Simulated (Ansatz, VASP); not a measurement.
# Two plane-wave programs on CdH2O2

File INCAR:

```
SYSTEM = CdH2O2
PREC = Accurate
ENCUT = 520
EDIFF = 1E-6
ISMEAR = 0
SIGMA = 0.05
LREAL = .False.
LASPH = .True.
NELM = 80
ALGO = Normal
ISIF = 2
LWAVE = .False.
LCHARG = .True.
GGA = PS
LELF = .True.
LVHAR = .True.
NBANDS = 21
```

KPOINTS

```
Automatic mesh
0
Gamma
  9 9 6
  0 0 0
```

Contents of POSCAR:

```
CdH2O2
1.0
    3.8398216553      0.0000000000      0.0000000000
   -1.9199108277      3.3253830995      0.0000000000
    0.0000000000      0.0000000000      4.4413930000
Cd H O
1 2 2
Direct
    0.3333333333      0.6666666667      0.9873000000
    0.0000000000      0.0000000000      0.0080770000
    0.6666666667      0.3333333333      0.4318850000
   -0.0209197088     -0.0104598544      0.7925046184
    0.6457469579      0.3228734789      0.2182046184
```

Input for Ansatz:

```yaml
crystal:
  lattice:
    - [3.8398216553, 0.0, 0.0]
    - [-1.9199108277, 3.3253830995, 0.0]
    - [0.0, 0.0, 4.441393]
  atoms:
    - { symbol: Cd, position: [0.3333333333, 0.6666666667, 0.9873] }
    - { symbol: H, position: [0.0, 0.0, 0.008077] }
    - { symbol: H, position: [0.6666666667, 0.3333333333, 0.431885] }
    - { symbol: O, position: [-0.0209197088, -0.0104598544, 0.7925046184] }
    - { symbol: O, position: [0.6457469579, 0.3228734789, 0.2182046184] }
basis:
  ecutwfc: 420
kpoints:
  mp_grid: { grid: [9, 9, 6] }
hamiltonian:
  xc: pbesol
scf:
  occupations: { method: gaussian, width: 0.05 }
output:
  forces: true
  stress: true
  eigenvalues: true
```

Change from the starting cell: all O atoms moved +0.075 Å, as atom 4 towards its neighbour atom 1 (Cd) at 2.390 Å.

Alike in both runs: task single point; functional PBEsol; k mesh 9 × 9 × 6; occupations gaussian, width 0.05 eV; no spin polarisation.

```csv
,VASP,Ansatz
version,VASP 6.6.1,Ansatz 0.2.0
potentials or method,"VASP PAW PBE potentials, release 64 (Cd, H, O), cutoff 520 eV","scalar-relativistic, plane waves, PAW"
valence electrons in the cell,26,34
```

|  | VASP | Ansatz | Ansatz less VASP |
| --- | --- | --- | --- |
| gap on the k mesh at the Fermi level (eV) | 1.18 | 1.20 | +0.014 |
| least direct gap on the mesh (eV) | 1.70 | 1.71 | +0.013 |
| pressure (GPa) | -1.4 | -2.0 | -0.63 |
| traceless stress, the component that is largest in VASP (GPa) | 6.85 | 6.50 | -0.348 |
| rms of the force components (eV/Å) | 0.791 | 0.702 | -0.0892 |

VASP's potentials were made for PBE, not for PBEsol. Atom by atom the forces differ by 0.096 eV/Å (rms over components). The functional is the same, so the differences come from potentials, cutoffs and numerics. VASP's potentials hold 26 valence electrons a cell and Ansatz's 34, so a difference there can come from the potentials and not from the codes.
